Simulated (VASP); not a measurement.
# Nb (P6/mmm) in VASP: single point with PBE

Aim: the single point of Nb with PBE.

Program: VASP 6.6.1. These are calculated values, not measurements. Logs are shortened: lines on timing, memory, paths and dates and some standing lists are left out, and cuts for length are marked.

## Step 1: The cell of the first run

Symmetry: P6/mmm, No. 191, hexagonal system. The conventional cell has a = 4.746 Å, b = 4.746 Å, c = 2.613 Å, α = 90.00°, β = 90.00°, γ = 120.00°. Nb (site symmetry 6/mmm) has 14 Nb at 2.61 to 3.04 Å within 3.4 Å. Nb (site symmetry -6m2) has 11 Nb at 2.61 to 3.04 Å within 3.4 Å.

## Step 2: Single point, PBE, collinear spin, ferromagnetic start (volume scaled by 0.92)

INCAR reads:

```
SYSTEM = Nb
PREC     = Accurate       ! precision mode
ENCUT    = 520            ! plane-wave cutoff, eV
EDIFF    = 1E-6           ! SCF threshold, eV
ISMEAR   = -1             ! smearing method
SIGMA    = 0.05           ! smearing width, eV
LREAL    = .FALSE.        ! projectors in reciprocal space
LASPH    = .TRUE.         ! aspherical terms in the spheres
NELM     = 150            ! most SCF steps
ALGO     = Normal         ! electronic algorithm
ISIF     = 2              ! what is computed and relaxed
LWAVE    = .FALSE.        ! write WAVECAR
LCHARG   = .FALSE.        ! write CHGCAR
ISPIN    = 2              ! spin polarisation
MAGMOM   = 1 1 1          ! initial moments
LORBIT   = 11             ! projections on sites
LMAXMIX  = 4              ! l up to which the mixer works
GGA      = PE             ! functional
NBANDS   = 30             ! bands
```

KPOINTS reads:

```
regular mesh
0
G
  10 10 15
  0 0 0
```

POSCAR reads:

```
Nb
1.0
    4.7461381272      0.0000000000      0.0000000000
   -2.3730690636      4.1102761880      0.0000000000
    0.0000000000      0.0000000000      2.6130911649
Nb
3
Direct
    1.0000000000      1.0000000000      1.0000000000
    0.3333333333      0.6666666667      0.5000000000
    0.6666666667      0.3333333333      0.5000000000
```

Potentials or basis: VASP PAW PBE potentials, release 64 (Nb_sv).

Started as:

```sh
cat potpaw_PBE.64/Nb_sv/POTCAR > POTCAR
mpirun -np 1 vasp_std > vasp.out
```

OUTCAR:

```text
SYSTEM = Nb
   PREC = Accurate
   ENCUT = 520
   EDIFF = 1E-6
   ISMEAR = -1
   LREAL = .FALSE.
   LASPH = .TRUE.
   NELM = 150
   ISIF = 2
   ISPIN = 2
   LORBIT = 11
   GGA = PE

 ion  position               nearest neighbor table
   1  0.000  0.000  0.000-   2 3.04   3 3.04   2 3.04   3 3.04   2 3.04   2 3.04   3 3.04   3 3.04
                             3 3.04   3 3.04   2 3.04   2 3.04
   2  0.333  0.667  0.500-   3 2.74   3 2.74   3 2.74   1 3.04   1 3.04   1 3.04   1 3.04   1 3.04
                             1 3.04
   3  0.667  0.333  0.500-   2 2.74   2 2.74   2 2.74   1 3.04   1 3.04   1 3.04   1 3.04   1 3.04
                             1 3.04

  LATTYP: Found a hexagonal cell.
 ALAT       =     4.7461381272
 C/A-ratio  =     0.5505720851

  Lattice vectors:

 A1 = (   4.7461381272,   0.0000000000,   0.0000000000)
 A2 = (  -2.3730690636,   4.1102761880,   0.0000000000)
 A3 = (   0.0000000000,   0.0000000000,   2.6130911649)

Analysis of symmetry for initial positions (statically):
=====================================================================
 Subroutine PRICEL returns:
 Original cell was already a primitive cell.

 Routine SETGRP: Setting up the symmetry group for a
 hexagonal supercell.

 Subroutine GETGRP returns: Found 24 space group operations
 (whereof 24 operations were pure point group operations)
 out of a pool of 24 trial point group operations.

The static configuration has the point symmetry D_6h.

Analysis of symmetry for dynamics (positions and initial velocities):
=====================================================================
 Subroutine PRICEL returns:
 Original cell was already a primitive cell.

 Routine SETGRP: Setting up the symmetry group for a
 hexagonal supercell.

 Subroutine GETGRP returns: Found 24 space group operations
 (whereof 24 operations were pure point group operations)
 out of a pool of 24 trial point group operations.

The dynamic configuration has the point symmetry D_6h.

Analysis of structural, dynamic, and magnetic symmetry:
=====================================================================
 Subroutine PRICEL returns:
 Original cell was already a primitive cell.

 Routine SETGRP: Setting up the symmetry group for a
 hexagonal supercell.

 Subroutine GETGRP returns: Found 24 space group operations
 (whereof 24 operations were pure point group operations)
 out of a pool of 24 trial point group operations.

The overall configuration has the point symmetry D_6h.

 Subroutine INISYM returns: Found 24 space group operations
 (whereof 24 operations are pure point group operations),
 and found     1 'primitive' translations

----------------------------------------------------------------------------------------

                                     Primitive cell

  volume of cell :      50.9760

  direct lattice vectors                    reciprocal lattice vectors
     4.746138127  0.000000000  0.000000000     0.210697618  0.121646327  0.000000000
    -2.373069064  4.110276188  0.000000000     0.000000000  0.243292653  0.000000000
     0.000000000  0.000000000  2.613091165     0.000000000  0.000000000  0.382688524

  length of vectors
     4.746138127  4.746138127  2.613091165     0.243292653  0.243292653  0.382688524

  position of ions in fractional coordinates (direct lattice)
     0.000000000  0.000000000  0.000000000
     0.333333333  0.666666667  0.500000000
     0.666666667  0.333333333  0.500000000

  ion indices of the primitive-cell ions
   primitive index   ion index
                 1           1
                 2           2
                 3           3

----------------------------------------------------------------------------------------

 KPOINTS: regular mesh

Automatic generation of k-mesh.
 Grid dimensions read from file:
 generate k-points for:   10   10   15

 Generating k-lattice:

  Cartesian coordinates                     Fractional coordinates (reciprocal lattice)
     0.021069762  0.012164633  0.000000000     0.100000000  0.000000000  0.000000000
     0.000000000  0.024329265  0.000000000     0.000000000  0.100000000  0.000000000
     0.000000000  0.000000000  0.025512568     0.000000000  0.000000000  0.066666667

  Length of vectors
     0.024329265  0.024329265  0.025512568

  Shift w.r.t. Gamma in fractional coordinates (k-lattice)
     0.000000000  0.000000000  0.000000000

 Subroutine IBZKPT returns following result:
 ===========================================

 Found    112 irreducible k-points:

 Following reciprocal coordinates:
            Coordinates               Weight
  0.000000  0.000000  0.000000      1.000000
  0.100000  0.000000  0.000000      6.000000
  0.200000  0.000000  0.000000      6.000000
  0.300000 -0.000000  0.000000      6.000000
  0.400000 -0.000000  0.000000      6.000000
  0.500000 -0.000000  0.000000      3.000000
[... 16 lines left out ...]
  0.300000  0.100000  0.066667     24.000000
  0.400000  0.100000  0.066667     24.000000
 [... further k-points ...]
   k-points           NKPTS =    112   k-points in BZ     NKDIM =    112   number of bands    NBANDS=     30
   number of dos      NEDOS =    301   number of ions     NIONS =      3
   total plane-waves  NPLWV =  25920
   dimension x,y,z NGX =    36 NGY =   36 NGZ =   20
   dimension x,y,z NGXF=    72 NGYF=   72 NGZF=   40
   ions per type =               3
   NGX,Y,Z   is equivalent  to a cutoff of  12.61, 12.61, 12.72 a.u.
   NGXF,Y,Z  is equivalent  to a cutoff of  25.22, 25.22, 25.45 a.u.
 SYSTEM =  Nb
   PREC   = accura    normal or accurate (medium, high low for compatibility)
   ISTART =      0    job   : 0-new  1-cont  2-samecut
   ICHARG =      2    charge: 1-file 2-atom 10-const
   ISPIN  =      2    spin polarized calculation?
   LNONCOLLINEAR =      F non collinear calculations
   LSORBIT =      F    spin-orbit coupling
   LASPH  =      T    aspherical Exc in radial PAW
   ENCUT  =  520.0 eV  38.22 Ry    6.18 a.u.   8.82  8.82  4.86*2*pi/ulx,y,z
   NELM   =    150;   NELMIN=  2; NELMDL= -5     # of ELM steps
   EDIFF  = 0.1E-05   stopping-criterion for ELM
   LREAL  =      F    real-space projection
   EDIFFG = 0.1E-04   stopping-criterion for IOM
   NSW    =      0    number of steps for IOM
   IBRION =     -1    ionic relax: 0-MD 1-quasi-New 2-CG
   NFREE  =      0    steps in history (QN), initial steepest desc. (CG)
   ISIF   =      2    stress and relaxation
   ISYM   =      2    0-nonsym 1-usesym 2-fastsym
   POTIM  = 0.5000    time-step for ionic-motion
   TEBEG  =    0.0;   TEEND  =   0.0 temperature during run
   PSTRESS=    0.0 pullay stress
   NELECT =      39.0000    total number of electrons
   NUPDOWN=      -1.0000    fix difference up-down
   EMIN   =  10.00;   EMAX   =-10.00  energy-range for DOS
   EFERMI =   0.00;   METHOD = LEGACY
   ISMEAR =    -1;   SIGMA  =   0.05  broadening in eV -4-tet -1-fermi 0-gaus
   EFERMI_NEDOS =   21; number of points for ismear=-14 and -15
   IALGO  =     38    algorithm
   IMIX   =      4    mixing-type and parameters
     AMIX     =   0.40;   BMIX     =  1.00
     AMIX_MAG =   1.60;   BMIX_MAG =  1.00
  volume/ion in A,a.u.               =      16.99       114.67
  Fermi-wavevector in a.u.,A,eV,Ry     =   1.497296  2.829480 30.502845  2.241896
  Thomas-Fermi vector in A             =   2.609202
   LORBIT       =     11    0 simple, 1 ext, 2 COOP (PROOUT), +10 PAW based schemes
   GGA     = PE    functional components
   LHFCALC =     F    Hartree Fock is set to
   AEXX    =    0.0000 exact exchange contribution
   IVDW    =     0    specifies the selected vdW correction
   LEPSILON=     F    determine dielectric tensor
   LRPA    =     F    only Hartree local field effects (RPA)
 spin polarized calculation
  energy-cutoff  :      520.00
  volume of cell :       50.98
 maximum number of plane-waves:      1408
 NGX is ok and might be reduce to    36
   NGX = 17   NGY = 17   NGZ =  9

 number of electron      38.9999997 magnetization       0.0006251

 number of electron      38.9999997 magnetization      -0.0001651

 Free energy of the ion-electron system (eV)
  ---------------------------------------------------
  ext. energy  EPLUGINS =         0.00000000
  ---------------------------------------------------
  free energy    TOTEN  =       -29.85890462 eV

  energy without entropy =      -29.83788197  energy(sigma->0) =      -29.84839330

 E-fermi :  12.2470     XC(G=0): -12.7912

 val. band max:       12.2353584421   @ k =   0.3000   0.1000   0.3333
 cond. band min:      12.2551828294   @ k =   0.3000  -0.0000   0.1333
 fundamental gap:      0.0198243873
 Fermi energy:        12.2470394787

 spin component 1

 k-point     1 :       0.0000    0.0000    0.0000
  band No.  band energies     occupation
      1     -42.3695      1.00000
      2     -42.0863      1.00000
      3     -42.0528      1.00000
      4     -18.7863      1.00000
      5     -18.7863      1.00000
      6     -18.5015      1.00000
[... 22 lines left out ...]
     29      21.8182      0.00000
     30      22.2680      0.00000

 k-point     2 :       0.1000    0.0000    0.0000
  band No.  band energies     occupation
      1     -42.3612      1.00000
      2     -42.0892      1.00000
      3     -42.0586      1.00000
      4     -18.8455      1.00000
      5     -18.8209      1.00000
      6     -18.4307      1.00000
[... 22 lines left out ...]
     29      21.4215      0.00000
     30      21.5284      0.00000

 k-point     3 :       0.2000    0.0000    0.0000
  band No.  band energies     occupation
      1     -42.3376      1.00000
      2     -42.0980      1.00000
      3     -42.0744      1.00000
      4     -18.9457      1.00000
      5     -18.8456      1.00000
      6     -18.2963      1.00000
[... 682 lines left out ...]
     29      17.9821      0.00000
     30      18.7268      0.00000

 k-point    24 :       0.4000    0.1000    0.0667
  band No.  band energies     occupation
      1     -42.2224      1.00000
      2     -42.1576      1.00000
      3     -42.0983      1.00000
      4     -19.0542      1.00000
      5     -18.6380      1.00000
      6     -18.3697      1.00000
[... 22 lines left out ...]
     29      17.5424      0.00000
     30      18.0094      0.00000

 [... further k-points ...]

 spin component 2

 k-point     1 :       0.0000    0.0000    0.0000
  band No.  band energies     occupation
      1     -42.3695      1.00000
      2     -42.0864      1.00000
      3     -42.0529      1.00000
      4     -18.7863      1.00000
      5     -18.7863      1.00000
      6     -18.5015      1.00000
[... 22 lines left out ...]
     29      21.7247      0.00000
     30      22.2939      0.00000

 k-point     2 :       0.1000    0.0000    0.0000
  band No.  band energies     occupation
      1     -42.3613      1.00000
      2     -42.0893      1.00000
      3     -42.0586      1.00000
      4     -18.8455      1.00000
      5     -18.8210      1.00000
      6     -18.4308      1.00000
[... 22 lines left out ...]
     29      21.4164      0.00000
     30      21.5279      0.00000

 k-point     3 :       0.2000    0.0000    0.0000
  band No.  band energies     occupation
      1     -42.3377      1.00000
      2     -42.0981      1.00000
      3     -42.0745      1.00000
      4     -18.9458      1.00000
      5     -18.8457      1.00000
      6     -18.2964      1.00000
[... 682 lines left out ...]
     29      17.9820      0.00000
     30      18.7267      0.00000

 k-point    24 :       0.4000    0.1000    0.0667
  band No.  band energies     occupation
      1     -42.2224      1.00000
      2     -42.1577      1.00000
      3     -42.0984      1.00000
      4     -19.0543      1.00000
      5     -18.6381      1.00000
      6     -18.3698      1.00000
[... 22 lines left out ...]
     29      17.5422      0.00000
     30      18.0093      0.00000

 [... further k-points ...]
[... 5 lines left out ...]
  --------------------------------------------------------------------------------------
  -------------------------------------------------------------------------------------
  Total        4.9479586      4.9479586      5.0312010      0.0000000      0.0000000     -0.0000000
  in kB      155.5144338    155.5144338    158.1307416      0.0000000      0.0000000     -0.0000000
  external PRESSURE =     156.3865364 kB  Pullay stress =       0.0000000 kB

 VOLUME and BASIS-vectors are now :
 -----------------------------------------------------------------------------
  energy-cutoff  :      520.00
  volume of cell :       50.98
      direct lattice vectors                 reciprocal lattice vectors
     4.746138127  0.000000000  0.000000000     0.210697618  0.121646327  0.000000000
    -2.373069064  4.110276188  0.000000000     0.000000000  0.243292653  0.000000000
     0.000000000  0.000000000  2.613091165     0.000000000  0.000000000  0.382688524

 POSITION                                       TOTAL-FORCE (eV/Angst)
 -----------------------------------------------------------------------------------
      0.00000      0.00000      0.00000         0.000000      0.000000      0.000000
     -0.00000      2.74018      1.30655         0.000000      0.000000     -0.000000
      2.37307      1.37009      1.30655        -0.000000     -0.000000      0.000000
 -----------------------------------------------------------------------------------
    total drift:                                0.000000      0.000000     -0.000000

  FREE ENERGIE OF THE ION-ELECTRON SYSTEM (eV)
  ---------------------------------------------------
  free  energy   TOTEN  =       -29.8589046168 eV

  energy  without entropy=      -29.8378819739  energy(sigma->0) =      -29.84839330

 total charge

# of ion       s       p       d       tot
------------------------------------------
    1        2.228   6.019   2.538  10.785
    2        2.239   5.996   2.639  10.874
    3        2.239   5.996   2.639  10.874
--------------------------------------------------
tot          6.707  18.010   7.815  32.532

 magnetization (x)

# of ion       s       p       d       tot
------------------------------------------
    1       -0.000   0.000  -0.000  -0.000
    2        0.000  -0.000  -0.000  -0.000
    3        0.000  -0.000  -0.000  -0.000
--------------------------------------------------
tot          0.000  -0.000  -0.000  -0.000
```

Wall time 4 min (1 thread of Intel Xeon Platinum 8259CL at 2.50GHz (Skylake/Cascade Lake), shared host); peak memory 0.35 GiB.

Results:

* Free energy: -29.8589 eV
* Pressure: 15.6 GPa
* Net moment: 0.00 μB per cell
* Valence electrons inside the program's atomic spheres: Nb 10.79, 10.87

Stress tensor (GPa, compression positive):
```
15.55  0.00  0.00
 0.00 15.55  0.00
 0.00  0.00 15.81
```

Levels at points of the mesh, in eV from the Fermi level:
Spin up:
```
           k point  band 17  band 18  band 19  band 20  band 21  band 22  band 23  band 24
(0.00, 0.00, 0.00)    -1.26    -1.25    -1.25    -1.13     0.59     0.59     3.10     3.10
(0.50, 0.00, 0.00)    -2.00    -1.80    -1.21    -0.98     1.83     2.04     3.32     3.35
```
Spin down:
```tsv
k point	band 18	band 19	band 20	band 21	band 22	band 23
(0.00, 0.00, 0.00)	-1.25	-1.25	-1.13	0.59	0.59	3.10
(0.50, 0.00, 0.00)	-1.80	-1.21	-0.98	1.83	2.04	3.32
```
